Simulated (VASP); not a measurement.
# Ge7Se8 (a cell with a defect) in VASP: single point with PBE+D3(BJ)

Aim: the single point of Ge7Se8 (a cell with a defect) with PBE+D3(BJ).

Everything below comes from runs of VASP 6.6.1. Logs are shortened: lines on timing, memory, paths and dates and some standing lists are left out, and cuts for length are marked.

## (1) The cell of the first run

The cell holds a defect, 15 atoms: a = 5.886 Å, b = 5.886 Å, c = 10.962 Å, α = 90.00°, β = 90.00°, γ = 97.61°.

## (2) Single point, PBE+D3(BJ)

Contents of INCAR:

```
ALGO = Normal
EDIFF = 1E-6
ENCUT = 520
GGA = PE
ISIF = 2
ISMEAR = 0
IVDW = 12
LASPH = True
LCHARG = False
LREAL = Auto
LWAVE = False
NBANDS = 86
NELECT = 148.0
NELM = 60
PREC = Accurate
SIGMA = 0.05
```

Contents of KPOINTS:

```
k-points
0
Gamma
  4 4 2
```

Contents of POSCAR:

```
Ge7Se8
1.0
    0.0000000000     -3.8767405791     -4.4288126076
    0.0000000000     -3.8767405791      4.4288126076
  -10.9623945470      0.0000000000      0.0000000000
Ge Se
7 8
Direct
    0.3182406004      0.9453950636      0.6043680216
    0.2866615139      0.4633384861      0.9157655918
    0.8116959042      0.9383040958      0.8768341579
    0.6937720148      0.5676136292      0.1347430619
    0.1823863708      0.0562279852      0.1347430619
   -0.1953950636      0.4317593996      0.6043680216
    0.7083053320      0.0416946680      0.3730713781
    0.8633204500      0.3797894310      0.8469825167
    0.3702105690      0.8866795500      0.8469825167
    0.3762270218      0.3737729782      0.6459042871
    0.8721022359      0.8778977641      0.6452334427
    0.6267775664      0.6127699025      0.3566043017
    0.1372300975      0.1232224336      0.3566043017
    0.1326939136      0.6173060864      0.1379297268
    0.6336801692      0.1163198308      0.1431110981
```

Potentials or basis: VASP PAW PBE potentials, release 64 (Ge_d, Se).

On the command line:

```console
cat potpaw_PBE.64/Ge_d/POTCAR potpaw_PBE.64/Se/POTCAR > POTCAR
mpirun -np 1 vasp_std > vasp.out
```

OUTCAR:

```text
EDIFF = 1E-6
   ENCUT = 520
   GGA = PE
   ISIF = 2
   ISMEAR = 0
   IVDW = 12
   LASPH = True
   LREAL = Auto
   NELECT = 148.0
   NELM = 60
   PREC = Accurate
 IVDW          = 12

 ion  position               nearest neighbor table
   1  0.318  0.945  0.604-  10 2.54  11 2.64   9 2.70
   2  0.287  0.463  0.916-   8 2.59   9 2.59  14 2.79
   3  0.812  0.938  0.877-  11 2.59   9 2.60   8 2.60
   4  0.694  0.568  0.135-  12 2.48  14 2.56  15 2.63
   5  0.182  0.056  0.135-  13 2.48  14 2.56  15 2.63
   6  0.805  0.432  0.604-  10 2.54  11 2.64   8 2.70
   7  0.708  0.042  0.373-  12 2.51  13 2.51  15 2.61
   8  0.863  0.380  0.847-   2 2.59   3 2.60   6 2.70
   9  0.370  0.887  0.847-   2 2.59   3 2.60   1 2.70
  10  0.376  0.374  0.646-   1 2.54   6 2.54
  11  0.872  0.878  0.645-   3 2.59   1 2.64   6 2.64
  12  0.627  0.613  0.357-   4 2.48   7 2.51
  13  0.137  0.123  0.357-   5 2.48   7 2.51
  14  0.133  0.617  0.138-   4 2.56   5 2.56   2 2.79
  15  0.634  0.116  0.143-   7 2.61   5 2.63   4 2.63

  LATTYP: Found a base centered orthorhombic cell.
 ALAT       =     7.7534811582
 B/A-ratio  =     1.1424062346
 C/A-ratio  =     1.4138674388

  Lattice vectors:

 A1 = (   0.0000000000,  -3.8767405791,  -4.4288126076)
 A2 = (   0.0000000000,  -3.8767405791,   4.4288126076)
 A3 = ( -10.9623945470,   0.0000000000,   0.0000000000)

Analysis of symmetry for initial positions (statically):
=====================================================================
 Subroutine PRICEL returns:
 Original cell was already a primitive cell.

 Routine SETGRP: Setting up the symmetry group for a
 base centered orthorhombic supercell.

 Subroutine GETGRP returns: Found  2 space group operations
 (whereof  1 operations were pure point group operations)
 out of a pool of  8 trial point group operations.

The static configuration has the point symmetry C_1 .
 The point group associated with its full space group is C_1h.

Analysis of symmetry for dynamics (positions and initial velocities):
=====================================================================
 Subroutine PRICEL returns:
 Original cell was already a primitive cell.

 Routine SETGRP: Setting up the symmetry group for a
 base centered orthorhombic supercell.

 Subroutine GETGRP returns: Found  2 space group operations
 (whereof  1 operations were pure point group operations)
 out of a pool of  8 trial point group operations.

The dynamic configuration has the point symmetry C_1 .
 The point group associated with its full space group is C_1h.

 Subroutine INISYM returns: Found  2 space group operations
 (whereof  1 operations are pure point group operations),
 and found     1 'primitive' translations

----------------------------------------------------------------------------------------

                                     Primitive cell

  volume of cell :     376.4345

  direct lattice vectors                    reciprocal lattice vectors
     0.000000000 -3.876740579 -4.428812608     0.000000000 -0.128974325 -0.112897077
     0.000000000 -3.876740579  4.428812608     0.000000000 -0.128974325  0.112897077
   -10.962394547  0.000000000  0.000000000    -0.091220946  0.000000000  0.000000000

  length of vectors
     5.885872801  5.885872801 10.962394547     0.171406320  0.171406320  0.091220946

  position of ions in fractional coordinates (direct lattice)
     0.318240600  0.945395064  0.604368022
     0.286661514  0.463338486  0.915765592
     0.811695904  0.938304096  0.876834158
     0.693772015  0.567613629  0.134743062
     0.182386371  0.056227985  0.134743062
     0.804604936  0.431759400  0.604368022
     0.708305332  0.041694668  0.373071378
     0.863320450  0.379789431  0.846982517
     0.370210569  0.886679550  0.846982517
     0.376227022  0.373772978  0.645904287
     0.872102236  0.877897764  0.645233443
     0.626777566  0.612769902  0.356604302
     0.137230098  0.123222434  0.356604302
     0.132693914  0.617306086  0.137929727
     0.633680169  0.116319831  0.143111098

  ion indices of the primitive-cell ions
   primitive index   ion index
[... 29 lines left out ...]
    -0.045610473  0.000000000  0.000000000     0.000000000  0.000000000  0.500000000

  Length of vectors
     0.042851580  0.042851580  0.045610473

  Shift w.r.t. Gamma in fractional coordinates (k-lattice)
     0.000000000  0.000000000  0.000000000

 Subroutine IBZKPT returns following result:
 ===========================================

 Found     14 irreducible k-points:

 Following reciprocal coordinates:
            Coordinates               Weight
  0.000000  0.000000  0.000000      1.000000
  0.250000  0.000000  0.000000      4.000000
  0.500000  0.000000  0.000000      2.000000
  0.250000  0.250000  0.000000      2.000000
  0.500000  0.250000  0.000000      4.000000
 -0.250000  0.250000  0.000000      2.000000
  0.500000  0.500000  0.000000      1.000000
  0.000000  0.000000  0.500000      1.000000
  0.250000  0.000000  0.500000      4.000000
  0.500000  0.000000  0.500000      2.000000
  0.250000  0.250000  0.500000      2.000000
  0.500000  0.250000  0.500000      4.000000
 -0.250000  0.250000  0.500000      2.000000
  0.500000  0.500000  0.500000      1.000000
   k-points           NKPTS =     14   k-points in BZ     NKDIM =     14   number of bands    NBANDS=     86
   number of dos      NEDOS =    301   number of ions     NIONS =     15
   total plane-waves  NPLWV = 193536
   dimension x,y,z NGX =    48 NGY =   48 NGZ =   84
   dimension x,y,z NGXF=    96 NGYF=   96 NGZF=  168
   ions per type =               7   8
   NGX,Y,Z   is equivalent  to a cutoff of  13.56, 13.56, 12.74 a.u.
   NGXF,Y,Z  is equivalent  to a cutoff of  27.12, 27.12, 25.48 a.u.
 SYSTEM =  unknown system
   PREC   = accura    normal or accurate (medium, high low for compatibility)
   ISTART =      0    job   : 0-new  1-cont  2-samecut
   ICHARG =      2    charge: 1-file 2-atom 10-const
   ISPIN  =      1    spin polarized calculation?
   LNONCOLLINEAR =      F non collinear calculations
   LSORBIT =      F    spin-orbit coupling
   LASPH  =      T    aspherical Exc in radial PAW
   ENCUT  =  520.0 eV  38.22 Ry    6.18 a.u.  10.94 10.94 20.38*2*pi/ulx,y,z
   NELM   =     60;   NELMIN=  2; NELMDL= -5     # of ELM steps
   EDIFF  = 0.1E-05   stopping-criterion for ELM
   LREAL  =      T    real-space projection
   EDIFFG = 0.1E-04   stopping-criterion for IOM
   NSW    =      0    number of steps for IOM
   IBRION =     -1    ionic relax: 0-MD 1-quasi-New 2-CG
   NFREE  =      0    steps in history (QN), initial steepest desc. (CG)
   ISIF   =      2    stress and relaxation
   ISYM   =      2    0-nonsym 1-usesym 2-fastsym
   POTIM  = 0.5000    time-step for ionic-motion
   TEBEG  =    0.0;   TEEND  =   0.0 temperature during run
   PSTRESS=    0.0 pullay stress
   NELECT =     148.0000    total number of electrons
   NUPDOWN=      -1.0000    fix difference up-down
   EMIN   =  10.00;   EMAX   =-10.00  energy-range for DOS
   EFERMI =   0.00;   METHOD = LEGACY
   ISMEAR =     0;   SIGMA  =   0.05  broadening in eV -4-tet -1-fermi 0-gaus
   EFERMI_NEDOS =   21; number of points for ismear=-14 and -15
   IALGO  =     38    algorithm
   IMIX   =      4    mixing-type and parameters
     AMIX     =   0.40;   BMIX     =  1.00
     AMIX_MAG =   1.60;   BMIX_MAG =  1.00
  volume/ion in A,a.u.               =      25.10       169.35
  Fermi-wavevector in a.u.,A,eV,Ry     =   1.199312  2.266371 19.569936  1.438350
  Thomas-Fermi vector in A             =   2.335178
   LORBIT       =      0    0 simple, 1 ext, 2 COOP (PROOUT), +10 PAW based schemes
   GGA     = PE    functional components
   LHFCALC =     F    Hartree Fock is set to
   AEXX    =    0.0000 exact exchange contribution
   IVDW    =    12    specifies the selected vdW correction
   LEPSILON=     F    determine dielectric tensor
   LRPA    =     F    only Hartree local field effects (RPA)
 non-spin polarized calculation
 Gauss-broadening in eV      SIGMA  =   0.05
  energy-cutoff  :      520.00
  volume of cell :      376.43
 maximum number of plane-waves:     10178
 NGX is ok and might be reduce to    48
   NGX = 21   NGY = 21   NGZ = 41

 number of electron     147.9999959 magnetization

 Free energy of the ion-electron system (eV)
  ---------------------------------------------------
  ext. energy  EPLUGINS =         0.00000000
  ---------------------------------------------------
  free energy    TOTEN  =       -54.99013129 eV

  energy without entropy =      -54.99013129  energy(sigma->0) =      -54.99013129

 E-fermi :   3.7666     XC(G=0):  -9.5545

 val. band max:        3.5050012381   @ k =   0.5000   0.5000   0.0000
 cond. band min:       4.3657960433   @ k =   0.5000   0.5000   0.0000
 fundamental gap:      0.8607948052
 Fermi energy:         3.7665663625

 k-point     1 :       0.0000    0.0000    0.0000
  band No.  band energies     occupation
      1     -21.2721      2.00000
      2     -21.2703      2.00000
      3     -21.2460      2.00000
      4     -21.2374      2.00000
      5     -21.2245      2.00000
      6     -21.2169      2.00000
[... 1235 lines left out ...]
     85       6.0630      0.00000
     86       6.1290      0.00000

------------------------ aborting loop because EDIFF is reached ----------------------------------------

 Edisp (eV)   -5.03143

 E8    (eV) :    -2.1544

  FORCE on cell =-STRESS in cart. coord.  units (eV):
  Direction    XX          YY          ZZ          XY          YZ          ZX
  --------------------------------------------------------------------------------------
  -------------------------------------------------------------------------------------
  Total      15.68695    14.88297    15.10256     0.00000     0.00000     0.54680
  in kB      66.76665    63.34478    64.27938     0.00000     0.00000     2.32728
  external pressure =       64.80 kB  Pullay stress =        0.00 kB

 VOLUME and BASIS-vectors are now :
 -----------------------------------------------------------------------------
  energy-cutoff  :      520.00
  volume of cell :      376.43
      direct lattice vectors                 reciprocal lattice vectors
     0.000000000 -3.876740579 -4.428812608     0.000000000 -0.128974325 -0.112897077
     0.000000000 -3.876740579  4.428812608     0.000000000 -0.128974325  0.112897077
   -10.962394547  0.000000000  0.000000000    -0.091220946  0.000000000  0.000000000

 POSITION                                       TOTAL-FORCE (eV/Angst)
 -----------------------------------------------------------------------------------
     -6.62532     -4.89879      2.77755         0.017185      0.000871     -0.018188
    -10.03898     -2.90756      0.78247        -0.006688      0.000000     -0.028712
     -9.61220     -6.78430      0.56072        -0.013431      0.000000     -0.016110
     -1.47711     -4.89006     -0.55873         0.017777     -0.002945      0.008729
     -1.47711     -0.92505     -0.55873         0.017777      0.002945      0.008729
     -6.62532     -4.79306     -1.65126         0.017185     -0.000871     -0.018188
     -4.08976     -2.90756     -2.95229        -0.019193      0.000000      0.022294
     -9.28496     -4.81921     -2.14147        -0.020533     -0.003109      0.014923
     -9.28496     -4.87264      2.28734        -0.020533      0.003109      0.014923
     -7.08066     -2.90756     -0.01087         0.006511      0.000000      0.014358
     -7.07330     -6.78430      0.02567         0.015033      0.000000      0.020570
     -3.90924     -4.80540     -0.06204        -0.015576      0.013335     -0.000780
     -3.90924     -1.00971     -0.06204        -0.015576     -0.013335     -0.000780
     -1.51204     -2.90756      2.14626         0.000178      0.000000     -0.006857
     -1.56884     -2.90756     -2.29129         0.019883      0.000000     -0.014911
 -----------------------------------------------------------------------------------
    total drift:                                0.000292     -0.000001      0.022052

  FREE ENERGIE OF THE ION-ELECTRON SYSTEM (eV)
  ---------------------------------------------------
  free  energy   TOTEN  =       -60.0215660152 eV

  energy  without entropy=      -60.0215660152  energy(sigma->0) =      -60.02156602
```

Wall time 18 min (1 thread of AMD EPYC 7R43 (Zen 3), shared host); peak memory 0.55 GiB.

Results:

* Free energy: -60.0216 eV
* Largest force: 0.029 eV/Å
* Dispersion energy per atom: -0.335 eV

Forces in eV/Å, atoms in the order of the input:
```
Ge   0.017  0.001 -0.018
Ge  -0.007  0.000 -0.029
Ge  -0.013  0.000 -0.016
Ge   0.018 -0.003  0.009
Ge   0.018  0.003  0.009
Ge   0.017 -0.001 -0.018
Ge  -0.019  0.000  0.022
Se  -0.021 -0.003  0.015
Se  -0.021  0.003  0.015
Se   0.007  0.000  0.014
Se   0.015  0.000  0.021
Se  -0.016  0.013 -0.001
Se  -0.016 -0.013 -0.001
Se   0.000  0.000 -0.007
Se   0.020  0.000 -0.015
```

Caveat: the cell carries a net charge on a neutralising background, which shifts energy and pressure; the cell is charged against a uniform background, so pressure and absolute levels hang on convention.
